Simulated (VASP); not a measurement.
# NaI (Fm-3m) in VASP: single point with PBE

Aim: the single point of NaI with PBE.

Program: VASP 6.6.1. These are calculated values, not measurements. Logs are shortened: lines on timing, memory, paths and dates and some standing lists are left out, and cuts for length are marked.

## Step 1: The cell of the first run

It takes space group Fm-3m (No. 225, cubic). The conventional cell has a = 6.473 Å, b = 6.473 Å, c = 6.473 Å, α = 90.00°, β = 90.00°, γ = 90.00°. Within 4.3 Å of Na (site symmetry m-3m) lie 6 I at 3.24 Å. I (site symmetry m-3m) has 6 Na at 3.24 Å within 4.3 Å.

## Step 2: Single point, PBE

Contents of INCAR:

```
  PREC = Accurate
  ENCUT = 500
  EDIFF = 1E-6
  ISMEAR = 0
  SIGMA = 0.01
  LREAL = False
  LASPH = True
  NELM = 120
  ALGO = Normal
  ISIF = 2
  LWAVE = False
  LCHARG = False
  GGA = PE
  NBANDS = 14
  GGA_COMPAT = False
```

Contents of KPOINTS:

```
Automatic mesh
0
Gamma
  4 4 4
```

Contents of POSCAR:

```
NaI
1.0
    4.5769610000      0.0000000000      0.0000000000
    2.2884805000      3.9637644981      0.0000000000
    2.2884805000      1.3212548327      3.7370730075
Na I
1 1
Direct
    0.0000000000      0.0000000000      0.0000000000
    0.5000000000      0.5000000000      0.5000000000
```

Potentials or basis: VASP PAW PBE potentials, release 64 (Na_pv, I).

Run with:

```bash
> cat potpaw_PBE.64/Na_pv/POTCAR potpaw_PBE.64/I/POTCAR > POTCAR
> mpirun -np 1 vasp_std > vasp.out
```

OUTCAR:

```text
PREC = Accurate
   ENCUT = 500
   EDIFF = 1E-6
   ISMEAR = 0
   LREAL = False
   LASPH = True
   NELM = 120
   ISIF = 2
   GGA = PE

 ion  position               nearest neighbor table
   1  0.000  0.000  0.000-
   2  0.500  0.500  0.500-

  LATTYP: Found a face centered cubic cell.
 ALAT       =     6.4728003206

  Lattice vectors:

 A1 = (   4.5769610000,   0.0000000000,   0.0000000000)
 A2 = (   2.2884805000,   3.9637644981,   0.0000000000)
 A3 = (   2.2884805000,   1.3212548327,   3.7370730075)

Analysis of symmetry for initial positions (statically):
=====================================================================
 Subroutine PRICEL returns:
 Original cell was already a primitive cell.

 Routine SETGRP: Setting up the symmetry group for a
 face centered cubic supercell.

 Subroutine GETGRP returns: Found 48 space group operations
 (whereof 48 operations were pure point group operations)
 out of a pool of 48 trial point group operations.

The static configuration has the point symmetry O_h .

Analysis of symmetry for dynamics (positions and initial velocities):
=====================================================================
 Subroutine PRICEL returns:
 Original cell was already a primitive cell.

 Routine SETGRP: Setting up the symmetry group for a
 face centered cubic supercell.

 Subroutine GETGRP returns: Found 48 space group operations
 (whereof 48 operations were pure point group operations)
 out of a pool of 48 trial point group operations.

The dynamic configuration has the point symmetry O_h .

 Subroutine INISYM returns: Found 48 space group operations
 (whereof 48 operations are pure point group operations),
 and found     1 'primitive' translations

----------------------------------------------------------------------------------------

                                     Primitive cell

  volume of cell :      67.7980

  direct lattice vectors                    reciprocal lattice vectors
     4.576961000  0.000000000  0.000000000     0.218485585 -0.126142711 -0.089196366
     2.288480500  3.963764498  0.000000000     0.000000000  0.252285422 -0.089196366
     2.288480500  1.321254833  3.737073007     0.000000000  0.000000000  0.267589099

  length of vectors
     4.576961000  4.576961000  4.576961000     0.267589099  0.267589099  0.267589099

  position of ions in fractional coordinates (direct lattice)
     0.000000000  0.000000000  0.000000000
[... 69 lines left out ...]
   POTIM  = 0.5000    time-step for ionic-motion
   TEBEG  =    0.0;   TEEND  =   0.0 temperature during run
   PSTRESS=    0.0 pullay stress
   NELECT =      14.0000    total number of electrons
   NUPDOWN=      -1.0000    fix difference up-down
   EMIN   =  10.00;   EMAX   =-10.00  energy-range for DOS
   EFERMI =   0.00;   METHOD = LEGACY
   ISMEAR =     0;   SIGMA  =   0.01  broadening in eV -4-tet -1-fermi 0-gaus
   EFERMI_NEDOS =   21; number of points for ismear=-14 and -15
   IALGO  =     38    algorithm
   IMIX   =      4    mixing-type and parameters
     AMIX     =   0.40;   BMIX     =  1.00
     AMIX_MAG =   1.60;   BMIX_MAG =  1.00
  volume/ion in A,a.u.               =      33.90       228.76
  Fermi-wavevector in a.u.,A,eV,Ry     =   0.967636  1.828567 12.739396  0.936319
  Thomas-Fermi vector in A             =   2.097538
   LORBIT       =      0    0 simple, 1 ext, 2 COOP (PROOUT), +10 PAW based schemes
   GGA     = PE    functional components
   LHFCALC =     F    Hartree Fock is set to
   AEXX    =    0.0000 exact exchange contribution
   IVDW    =     0    specifies the selected vdW correction
   LEPSILON=     F    determine dielectric tensor
   LRPA    =     F    only Hartree local field effects (RPA)
 non-spin polarized calculation
 Gauss-broadening in eV      SIGMA  =   0.01
  energy-cutoff  :      500.00
  volume of cell :       67.80
 maximum number of plane-waves:      1759
 NGX is ok and might be reduce to    36
   NGX = 17   NGY = 17   NGZ = 17

 number of electron      13.9999993 magnetization

 Free energy of the ion-electron system (eV)
  ---------------------------------------------------
  ext. energy  EPLUGINS =         0.00000000
  ---------------------------------------------------
  free energy    TOTEN  =        -5.37936128 eV

  energy without entropy =       -5.37936128  energy(sigma->0) =       -5.37936128

 E-fermi :   0.9348     XC(G=0):  -7.7023

 val. band max:        0.8116800419   @ k =   0.0000   0.0000   0.0000
 cond. band min:       4.4501879330   @ k =   0.0000   0.0000   0.0000
 fundamental gap:      3.6385078910
 Fermi energy:         0.9347929595

 k-point     1 :       0.0000    0.0000    0.0000
  band No.  band energies     occupation
      1     -21.6361      2.00000
      2     -21.6361      2.00000
      3     -21.6361      2.00000
      4     -10.2046      2.00000
      5       0.8117      2.00000
      6       0.8117      2.00000
      7       0.8117      2.00000
      8       4.4502      0.00000
      9       8.7387      0.00000
     10       8.7387      0.00000
     11       8.7387      0.00000
     12      10.5566      0.00000
     13      10.5566      0.00000
     14      11.2460      0.00000
[... 105 lines left out ...]
      1     -21.6389      2.00000
      2     -21.6389      2.00000
      3     -21.6379      2.00000
      4      -9.8050      2.00000
      5      -0.5943      2.00000
      6      -0.5943      2.00000
      7      -0.1207      2.00000
      8       6.6301      0.00000
      9       8.2905      0.00000
     10       8.2905      0.00000
     11       8.7183      0.00000
     12      12.7879      0.00000
     13      12.7879      0.00000
     14      13.5065      0.00000

------------------------ aborting loop because EDIFF is reached ----------------------------------------

  FORCE on cell =-STRESS in cart. coord.  units (eV):
  Direction    XX          YY          ZZ          XY          YZ          ZX
  --------------------------------------------------------------------------------------
  -------------------------------------------------------------------------------------
  Total        0.2006991      0.2006991      0.2006991      0.0000000      0.0000000      0.0000000
  in kB        4.7428498      4.7428498      4.7428498      0.0000000      0.0000000      0.0000000
  external PRESSURE =       4.7428498 kB  Pullay stress =       0.0000000 kB

 VOLUME and BASIS-vectors are now :
 -----------------------------------------------------------------------------
  energy-cutoff  :      500.00
  volume of cell :       67.80
      direct lattice vectors                 reciprocal lattice vectors
     4.576961000  0.000000000  0.000000000     0.218485585 -0.126142711 -0.089196366
     2.288480500  3.963764498  0.000000000     0.000000000  0.252285422 -0.089196366
     2.288480500  1.321254833  3.737073007     0.000000000  0.000000000  0.267589099

 POSITION                                       TOTAL-FORCE (eV/Angst)
 -----------------------------------------------------------------------------------
      0.00000      0.00000      0.00000        -0.000000      0.000000      0.000000
      4.57696      2.64251      1.86854         0.000000     -0.000000      0.000000
 -----------------------------------------------------------------------------------
    total drift:                                0.000000      0.000000      0.000000

  FREE ENERGIE OF THE ION-ELECTRON SYSTEM (eV)
  ---------------------------------------------------
  free  energy   TOTEN  =        -5.3793612808 eV

  energy  without entropy=       -5.3793612808  energy(sigma->0) =       -5.37936128
```

Wall time 8.1 s (1 thread of Intel Xeon Platinum 8559C (Emerald Rapids), shared host); peak memory 0.19 GiB.

What came out:

```
Free energy            : -5.3794 eV
Pressure               : 0.5 GPa
Band gap on the k mesh : 3.64 eV, direct
```

Caveat: the k points lie up to 0.42 Å⁻¹ apart; spin-orbit coupling is left out, which moves the levels of the heavy elements.
